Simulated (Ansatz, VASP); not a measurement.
Two plane-wave programs on SnO2

Contents of POSCAR:

```
SnO2
1.0
    4.7124837759      0.0000000000      0.0000000000
    0.0000000000      4.7124837759      0.0000000000
    0.0000000000      0.0000000000      3.1677540731
Sn O
2 4
Direct
    0.0000000000      0.0000000000      0.0000000000
    0.5000000000      0.5000000000      0.5000000000
    0.3058781130      0.3058781130      0.0000000000
    0.1941218870      0.8058781130      0.5000000000
    0.8058781130      0.1941218870      0.5000000000
    0.6941218870      0.6941218870      0.0000000000
```

File INCAR.step1:

```
SYSTEM = SnO2
PREC = Accurate ; ENCUT = 520
ISMEAR = 0 ; SIGMA = 0.01
LREAL = .False. ; LASPH = .True.
NELM = 80 ; NBANDS = 35
GGA = PE ; ALGO = Normal
EDIFF = 1E-4 ; LWAVE = .True.
LCHARG = .False.
```

File INCAR.step2:

```
SYSTEM = SnO2
PREC = Accurate ; ENCUT = 520
EDIFF = 1E-7 ; ISMEAR = 0
SIGMA = 0.01 ; LREAL = .False.
LASPH = .True. ; NELM = 80
ALGO = Normal ; ISIF = 2
LWAVE = .False. ; LCHARG = .False.
METAGGA = R2SCAN ; LMIXTAU = .True.
NBANDS = 35 ; ISTART = 1
```

Contents of KPOINTS:

```
regular mesh
0
Gamma
  4 4 6
  0 0 0
```

Input for Ansatz:

```yaml
crystal:
  lattice:
    - [4.7124837759, 0.0, 0.0]
    - [0.0, 4.7124837759, 0.0]
    - [0.0, 0.0, 3.1677540731]
  atoms:
    - { symbol: Sn, position: [0.0, 0.0, 0.0] }
    - { symbol: Sn, position: [0.5, 0.5, 0.5] }
    - { symbol: O, position: [0.305878113, 0.305878113, 0.0] }
    - { symbol: O, position: [0.194121887, 0.805878113, 0.5] }
    - { symbol: O, position: [0.805878113, 0.194121887, 0.5] }
    - { symbol: O, position: [0.694121887, 0.694121887, 0.0] }
kpoints:
  mp_grid: { grid: [4, 4, 6] }
hamiltonian:
  xc: r2scan
scf:
  occupations: { method: fixed }
  n_extra_bands: 5
output:
  forces: true
  stress: true
  eigenvalues: true
```

Alike in both runs: task single point; functional r2SCAN; k mesh 4 × 4 × 6; no spin polarisation.

|  | VASP | Ansatz |
| --- | --- | --- |
| version | VASP 6.6.1 | Ansatz 0.2.0 |
| potentials or method | VASP PAW PBE potentials, release 64 (Sn_d, O) | plane waves, PAW |
| plane-wave cutoff (eV) | 520 | 500 |
| occupations | gaussian, width 0.01 eV | fixed |
| valence electrons in the cell | 52 | 52 |

```tsv
	VASP	Ansatz	Ansatz less VASP
gap on the k mesh at the Fermi level (eV)	2.17	2.14	-0.030
pressure (GPa)	8.3	7.1	-1.25
traceless stress, the component that is largest in VASP (GPa)	1.74	1.34	-0.397
rms of the force components (eV/Å)	0.065	0.051	-0.0143
```

VASP's potentials were made for PBE, not for r2SCAN. Atom by atom the forces differ by 0.014 eV/Å (rms over components).
